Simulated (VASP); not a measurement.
# AlN (rocksalt type) (Fm-3m) in VASP: a series of runs

Runs on AlN (rocksalt type). Level: LDA. Tasks: single point.

Everything below comes from runs of VASP 6.6.1. Logs are shortened: lines on timing, memory, paths and dates and some standing lists are left out, and cuts for length are marked.

## Step 1: The cell of the first run

The structure is cubic, space group Fm-3m (No. 225). The conventional cell has a = 3.723 Å, b = 3.723 Å, c = 3.723 Å, α = 90.00°, β = 90.00°, γ = 90.00°. Within 2.5 Å of Al (site symmetry m-3m) lie 6 N at 1.86 Å. Within 2.5 Å of N (site symmetry m-3m) lie 6 Al at 1.86 Å.

## Step 2: Single point, LDA (volume scaled by 0.8, source ansatz)

Contents of INCAR:

```
SYSTEM = AlN
  PREC = Accurate
  ENCUT = 520
  EDIFF = 1E-7
  ISMEAR = -1
  SIGMA = 0.1
  LREAL = .FALSE.
  LASPH = .TRUE.
  NELM = 80
  ALGO = Normal
  ISIF = 2
  LWAVE = .FALSE.
  LCHARG = .TRUE.
  GGA = CA
  LELF = .TRUE.
  LVHAR = .TRUE.
  NBANDS = 11
```

Contents of KPOINTS:

```
regular mesh
0
G
  15 15 15
  0 0 0
```

Contents of POSCAR:

```
AlN
1.0
    0.0000000000      1.8617124576      1.8617124576
    1.8617124576      0.0000000000      1.8617124576
    1.8617124576      1.8617124576      0.0000000000
Al N
1 1
Direct
    0.0000000000      0.0000000000      0.0000000000
    0.5000000000      0.5000000000      0.5000000000
```

Potentials or basis: VASP PAW LDA potentials, release 64 (Al, N).

Started as:

```bash
$ cat potpaw_LDA.64/Al/POTCAR potpaw_LDA.64/N/POTCAR > POTCAR
$ mpirun -np 1 vasp_std > vasp.out
```

OUTCAR:

```text
SYSTEM = AlN
   PREC = Accurate
   ENCUT = 520
   EDIFF = 1E-7
   ISMEAR = -1
   LREAL = .FALSE.
   LASPH = .TRUE.
   NELM = 80
   ISIF = 2
   GGA = CA

 ion  position               nearest neighbor table
   1  0.000  0.000  0.000-   2 1.86   2 1.86   2 1.86   2 1.86   2 1.86   2 1.86
   2  0.500  0.500  0.500-   1 1.86   1 1.86   1 1.86   1 1.86   1 1.86   1 1.86

  LATTYP: Found a face centered cubic cell.
 ALAT       =     3.7234249152

  Lattice vectors:

 A1 = (   0.0000000000,   1.8617124576,   1.8617124576)
 A2 = (   1.8617124576,   0.0000000000,   1.8617124576)
 A3 = (   1.8617124576,   1.8617124576,   0.0000000000)

Analysis of symmetry for initial positions (statically):
=====================================================================
 Subroutine PRICEL returns:
 Original cell was already a primitive cell.

 Routine SETGRP: Setting up the symmetry group for a
 face centered cubic supercell.

 Subroutine GETGRP returns: Found 48 space group operations
 (whereof 48 operations were pure point group operations)
 out of a pool of 48 trial point group operations.

The static configuration has the point symmetry O_h .

Analysis of symmetry for dynamics (positions and initial velocities):
=====================================================================
 Subroutine PRICEL returns:
 Original cell was already a primitive cell.

 Routine SETGRP: Setting up the symmetry group for a
 face centered cubic supercell.

 Subroutine GETGRP returns: Found 48 space group operations
 (whereof 48 operations were pure point group operations)
 out of a pool of 48 trial point group operations.

The dynamic configuration has the point symmetry O_h .

 Subroutine INISYM returns: Found 48 space group operations
 (whereof 48 operations are pure point group operations),
 and found     1 'primitive' translations

----------------------------------------------------------------------------------------

                                     Primitive cell

  volume of cell :      12.9053

  direct lattice vectors                    reciprocal lattice vectors
     0.000000000  1.861712458  1.861712458    -0.268569938  0.268569938  0.268569938
     1.861712458  0.000000000  1.861712458     0.268569938 -0.268569938  0.268569938
     1.861712458  1.861712458  0.000000000     0.268569938  0.268569938 -0.268569938

  length of vectors
     2.632859007  2.632859007  2.632859007     0.465176779  0.465176779  0.465176779

  position of ions in fractional coordinates (direct lattice)
     0.000000000  0.000000000  0.000000000
     0.500000000  0.500000000  0.500000000

  ion indices of the primitive-cell ions
   primitive index   ion index
                 1           1
                 2           2

----------------------------------------------------------------------------------------

 KPOINTS: regular mesh

Automatic generation of k-mesh.
 Grid dimensions read from file:
 generate k-points for:   15   15   15

 Generating k-lattice:

  Cartesian coordinates                     Fractional coordinates (reciprocal lattice)
    -0.017904663  0.017904663  0.017904663     0.066666667  0.000000000  0.000000000
     0.017904663 -0.017904663  0.017904663     0.000000000  0.066666667  0.000000000
     0.017904663  0.017904663 -0.017904663     0.000000000  0.000000000  0.066666667

  Length of vectors
     0.031011785  0.031011785  0.031011785

  Shift w.r.t. Gamma in fractional coordinates (k-lattice)
     0.000000000  0.000000000  0.000000000

 Subroutine IBZKPT returns following result:
 ===========================================

 Found    120 irreducible k-points:

 Following reciprocal coordinates:
            Coordinates               Weight
  0.000000  0.000000  0.000000      1.000000
  0.066667  0.000000  0.000000      8.000000
  0.133333  0.000000  0.000000      8.000000
  0.200000  0.000000  0.000000      8.000000
  0.266667  0.000000  0.000000      8.000000
  0.333333  0.000000  0.000000      8.000000
[... 16 lines left out ...]
  0.133333  0.133333  0.000000      6.000000
  0.200000  0.133333  0.000000     24.000000
 [... further k-points ...]
   k-points           NKPTS =    120   k-points in BZ     NKDIM =    120   number of bands    NBANDS=     11
   number of dos      NEDOS =    301   number of ions     NIONS =      2
   total plane-waves  NPLWV =   8000
   dimension x,y,z NGX =    20 NGY =   20 NGZ =   20
   dimension x,y,z NGXF=    40 NGYF=   40 NGZF=   40
   ions per type =               1   1
   NGX,Y,Z   is equivalent  to a cutoff of  12.63, 12.63, 12.63 a.u.
   NGXF,Y,Z  is equivalent  to a cutoff of  25.26, 25.26, 25.26 a.u.
 SYSTEM =  AlN
   PREC   = accura    normal or accurate (medium, high low for compatibility)
   ISTART =      0    job   : 0-new  1-cont  2-samecut
   ICHARG =      2    charge: 1-file 2-atom 10-const
   ISPIN  =      1    spin polarized calculation?
   LNONCOLLINEAR =      F non collinear calculations
   LSORBIT =      F    spin-orbit coupling
   LASPH  =      T    aspherical Exc in radial PAW
   ENCUT  =  520.0 eV  38.22 Ry    6.18 a.u.   4.90  4.90  4.90*2*pi/ulx,y,z
   NELM   =     80;   NELMIN=  2; NELMDL= -5     # of ELM steps
   EDIFF  = 0.1E-06   stopping-criterion for ELM
   LREAL  =      F    real-space projection
   EDIFFG = 0.1E-05   stopping-criterion for IOM
   NSW    =      0    number of steps for IOM
   IBRION =     -1    ionic relax: 0-MD 1-quasi-New 2-CG
   NFREE  =      0    steps in history (QN), initial steepest desc. (CG)
   ISIF   =      2    stress and relaxation
   ISYM   =      2    0-nonsym 1-usesym 2-fastsym
   POTIM  = 0.5000    time-step for ionic-motion
   TEBEG  =    0.0;   TEEND  =   0.0 temperature during run
   PSTRESS=    0.0 pullay stress
   NELECT =       8.0000    total number of electrons
   NUPDOWN=      -1.0000    fix difference up-down
   EMIN   =  10.00;   EMAX   =-10.00  energy-range for DOS
   EFERMI =   0.00;   METHOD = LEGACY
   ISMEAR =    -1;   SIGMA  =   0.10  broadening in eV -4-tet -1-fermi 0-gaus
   EFERMI_NEDOS =   21; number of points for ismear=-14 and -15
   IALGO  =     38    algorithm
   IMIX   =      4    mixing-type and parameters
     AMIX     =   0.40;   BMIX     =  1.00
     AMIX_MAG =   1.60;   BMIX_MAG =  1.00
  volume/ion in A,a.u.               =       6.45        43.54
  Fermi-wavevector in a.u.,A,eV,Ry     =   1.395883  2.637836 26.510791  1.948488
  Thomas-Fermi vector in A             =   2.519291
   LORBIT       =      0    0 simple, 1 ext, 2 COOP (PROOUT), +10 PAW based schemes
   GGA     = CA    functional components
   LHFCALC =     F    Hartree Fock is set to
   AEXX    =    0.0000 exact exchange contribution
   IVDW    =     0    specifies the selected vdW correction
   LEPSILON=     F    determine dielectric tensor
   LRPA    =     F    only Hartree local field effects (RPA)
 non-spin polarized calculation
  energy-cutoff  :      520.00
  volume of cell :       12.91
 maximum number of plane-waves:       359
   NGX =  9   NGY =  9   NGZ =  9

 number of electron       8.0000001 magnetization

 Free energy of the ion-electron system (eV)
  ---------------------------------------------------
  ext. energy  EPLUGINS =         0.00000000
  ---------------------------------------------------
  free energy    TOTEN  =       -15.40265867 eV

  energy without entropy =      -15.40265867  energy(sigma->0) =      -15.40265867

 E-fermi :  15.1670     XC(G=0): -13.7781

 val. band max:       13.2913901030   @ k =   0.0000   0.0000   0.0000
 cond. band min:      17.9394344655   @ k =   0.4667   0.4667   0.0000
 fundamental gap:      4.6480443625
 Fermi energy:        15.1670122066

 k-point     1 :       0.0000    0.0000    0.0000
  band No.  band energies     occupation
      1      -6.5876      2.00000
      2      13.2914      2.00000
      3      13.2914      2.00000
      4      13.2914      2.00000
      5      23.1147      0.00000
      6      26.0333      0.00000
      7      26.0333      0.00000
      8      26.0333      0.00000
      9      31.9885      0.00000
     10      32.7731      0.00000
     11      32.7731      0.00000

 k-point     2 :       0.0667    0.0000    0.0000
  band No.  band energies     occupation
      1      -6.4727      2.00000
      2      12.7926      2.00000
      3      13.2036      2.00000
      4      13.2036      2.00000
      5      23.3371      0.00000
      6      25.5470      0.00000
      7      26.2350      0.00000
      8      26.2350      0.00000
      9      32.2093      0.00000
     10      32.2093      0.00000
     11      33.0320      0.00000

 k-point     3 :       0.1333    0.0000    0.0000
  band No.  band energies     occupation
      1      -6.1311      2.00000
      2      11.4917      2.00000
      3      12.9668      2.00000
      4      12.9668      2.00000
      5      23.3962      0.00000
      6      25.2658      0.00000
      7      26.7377      0.00000
      8      26.7377      0.00000
      9      31.3418      0.00000
     10      31.3418      0.00000
     11      34.7445      0.00000

 k-point     4 :       0.2000    0.0000    0.0000
  band No.  band energies     occupation
      1      -5.5736      2.00000
      2       9.7481      2.00000
      3      12.6442      2.00000
      4      12.6442      2.00000
      5      22.7300      0.00000
      6      26.1093      0.00000
      7      27.1738      0.00000
      8      27.1738      0.00000
      9      31.0370      0.00000
     10      31.0370      0.00000
     11      34.6607      0.00000
[... 239 lines left out ...]
 k-point    22 :      -0.0667    0.0667    0.0000
  band No.  band energies     occupation
      1      -6.2823      2.00000
      2      12.1875      2.00000
      3      12.8031      2.00000
      4      13.1713      2.00000
      5      23.6486      0.00000
      6      24.8562      0.00000
      7      26.4112      0.00000
      8      26.8837      0.00000
      9      31.0443      0.00000
     10      32.2037      0.00000
     11      34.3486      0.00000

 k-point    23 :       0.1333    0.1333    0.0000
  band No.  band energies     occupation
      1      -5.9810      2.00000
      2      11.7458      2.00000
      3      12.4719      2.00000
      4      12.4719      2.00000
      5      23.2766      0.00000
      6      24.2427      0.00000
      7      27.6722      0.00000
      8      27.6722      0.00000
      9      29.0347      0.00000
     10      33.4518      0.00000
     11      36.2741      0.00000

 k-point    24 :       0.2000    0.1333    0.0000
  band No.  band energies     occupation
      1      -5.5734      2.00000
      2      10.6348      2.00000
      3      12.1115      2.00000
      4      12.1800      2.00000
      5      22.6016      0.00000
      6      24.6620      0.00000
      7      27.6439      0.00000
      8      28.3712      0.00000
      9      28.9261      0.00000
     10      33.4785      0.00000
     11      36.9983      0.00000

 [... further k-points ...]
[... 5 lines left out ...]
  --------------------------------------------------------------------------------------
  -------------------------------------------------------------------------------------
  Total        7.8562300      7.8562300      7.8562300      0.0000000      0.0000000      0.0000000
  in kB      975.3420774    975.3420774    975.3420774      0.0000000      0.0000000      0.0000000
  external PRESSURE =     975.3420774 kB  Pullay stress =       0.0000000 kB

 VOLUME and BASIS-vectors are now :
 -----------------------------------------------------------------------------
  energy-cutoff  :      520.00
  volume of cell :       12.91
      direct lattice vectors                 reciprocal lattice vectors
     0.000000000  1.861712458  1.861712458    -0.268569938  0.268569938  0.268569938
     1.861712458  0.000000000  1.861712458     0.268569938 -0.268569938  0.268569938
     1.861712458  1.861712458  0.000000000     0.268569938  0.268569938 -0.268569938

 POSITION                                       TOTAL-FORCE (eV/Angst)
 -----------------------------------------------------------------------------------
      0.00000      0.00000      0.00000        -0.000000     -0.000000     -0.000000
      1.86171      1.86171      1.86171         0.000000      0.000000      0.000000
 -----------------------------------------------------------------------------------
    total drift:                                0.000000      0.000000      0.000000

  FREE ENERGIE OF THE ION-ELECTRON SYSTEM (eV)
  ---------------------------------------------------
  free  energy   TOTEN  =       -15.4026586717 eV

  energy  without entropy=      -15.4026586715  energy(sigma->0) =      -15.40265867
```

It took 22 s on 1 thread of AMD EPYC 7R43 (Zen 3), shared host; peak memory 0.09 GiB.

What came out:

```yaml
Free_energy: -15.4027 eV
Pressure: 97.5 GPa
Band_gap_on_the_k_mesh: 4.65 eV, indirect (least direct gap 8.13 eV)
```

Caveat: the cell differs from its parent crystal (volume scaled by 0.8, source ansatz). A k mesh can miss the band edges.

## Step 3: Single point, LDA

Contents of INCAR:

```
SYSTEM = AlN
  PREC = Accurate
  ENCUT = 520
  EDIFF = 1E-6
  ISMEAR = -1
  SIGMA = 0.1
  LREAL = .False.
  LASPH = .True.
  NELM = 60
  ALGO = Normal
  ISIF = 2
  LWAVE = .False.
  LCHARG = .False.
  NBANDS = 11
```

Contents of KPOINTS:

```
Automatic mesh
0
Gamma
  15 15 15
  0 0 0
```

Contents of POSCAR:

```
AlN
1.0
    0.0000000000      1.9218087507      1.9218087507
    1.9218087507      0.0000000000      1.9218087507
    1.9218087507      1.9218087507      0.0000000000
Al N
1 1
Direct
    0.0000000000      0.0000000000      0.0000000000
    0.5000000000      0.5000000000      0.5000000000
```

Potentials or basis: VASP PAW LDA potentials, release 64 (Al, N).

Started as:

```bash
$ cat potpaw_LDA.64/Al/POTCAR potpaw_LDA.64/N/POTCAR > POTCAR
$ mpirun -np 1 vasp_std > vasp.out
```

It took 17 s on 1 thread of AMD EPYC 7R43 (Zen 3), shared host; peak memory 0.09 GiB.

Results (log left out):

```yaml
Free_energy: -15.9707 eV
Pressure: 46.7 GPa
Band_gap_on_the_k_mesh: 4.91 eV, indirect (least direct gap 8.12 eV)
```

Levels at points of the mesh, in eV from the valence-band top:
```csv
k point,band 1,band 2,band 3,band 4,band 5,band 6,band 7,band 8,band 9
"(0.00, 0.00, 0.00)",-18.88,0.00,0.00,0.00,8.15,12.48,12.48,12.48,18.14
```

A k mesh can miss the band edges.

## Step 4: Single point, LDA

This run uses another cell than the first one, of 7.10 Å³/atom, 1.100 times its volume.

Contents of INCAR:

```
PREC = Accurate
ENCUT = 520
EDIFF = 1E-7
ISMEAR = -5
SIGMA = 0.1
LREAL = False
LASPH = True
NELM = 80
ALGO = Normal
ISIF = 2
LWAVE = False
LCHARG = True
LELF = True
LVHAR = True
NBANDS = 11
```

Contents of KPOINTS:

```
regular mesh
0
Gamma
  15 15 15
```

POSCAR is that of step 3.

Started as:

```bash
$ cat potpaw_LDA.64/Al/POTCAR potpaw_LDA.64/N/POTCAR > POTCAR
$ mpirun -np 1 vasp_std > vasp.out
```

Run time: 19 s. Hardware: 1 thread of AMD EPYC 7R43 (Zen 3), shared host; peak memory 0.09 GiB.

Results (log left out):

```yaml
Free_energy: -15.9707 eV
Pressure: 46.7 GPa
Band_gap_on_the_k_mesh: 4.91 eV, indirect (least direct gap 8.12 eV)
```

Levels at points of the mesh, in eV from the valence-band top:
```csv
k point,band 2,band 3,band 4,band 5,band 6,band 7
"(0.00, 0.00, 0.00)",0.00,0.00,0.00,8.15,12.48,12.48
```

## Step 5: Single point, LDA (volume scaled by 0.94)

Contents of INCAR:

```
  PREC = Accurate
  ENCUT = 520
  EDIFF = 1E-6
  ISMEAR = -1
  SIGMA = 0.1
  LREAL = F
  LASPH = T
  NELM = 80
  ALGO = Normal
  ISIF = 2
  LWAVE = F
  LCHARG = T
  LELF = T
  LVHAR = T
  NBANDS = 11
```

KPOINTS is that of step 4.

Contents of POSCAR:

```
AlN
1.0
    0.0000000000      1.9645295256      1.9645295256
    1.9645295256      0.0000000000      1.9645295256
    1.9645295256      1.9645295256      0.0000000000
Al N
1 1
Direct
    0.0000000000      0.0000000000      0.0000000000
    0.5000000000      0.5000000000      0.5000000000
```

Started as:

```bash
$ cat potpaw_LDA.64/Al/POTCAR potpaw_LDA.64/N/POTCAR > POTCAR
$ mpirun -np 1 vasp_std > vasp.out
```

It took 29 s on 1 thread of AMD EPYC 7R43 (Zen 3), shared host; peak memory 0.1 GiB.

It converged, with:

```yaml
Free_energy: -16.1697 eV
Pressure: 20.2 GPa
Band_gap_on_the_k_mesh: 5.07 eV, indirect (least direct gap 7.07 eV)
```

Levels at points of the mesh, in eV from the valence-band top:
```csv
k point,band 1,band 2,band 3,band 4,band 5,band 6,band 7,band 8,band 9
"(0.00, 0.00, 0.00)",-18.22,0.00,0.00,0.00,7.07,12.28,12.28,12.28,17.75
```

Caveat: the cell differs from its parent crystal (volume scaled by 0.94). A k mesh can miss the band edges.

## Step 6: Overview

```tsv
cell	smearing	gap on the mesh (eV)	pressure (GPa)
a = 2.633 Å, angles 60.0°, 2 atoms	fermi-dirac 0.1 eV	4.65	97.5
a = 2.718 Å, angles 60.0°, 2 atoms	fermi-dirac 0.1 eV	4.91	46.7
a = 2.718 Å, angles 60.0°, 2 atoms	tetrahedron	4.91	46.7
a = 2.778 Å, angles 60.0°, 2 atoms	fermi-dirac 0.1 eV	5.07	20.2
```

Alike in all rows: task single point; level LDA; potentials or basis VASP PAW LDA potentials, release 64 (Al, N); no spin polarisation; k mesh 15 × 15 × 15; cutoff (eV) 520.

Absolute energies hang on the potentials; compare differences alone.
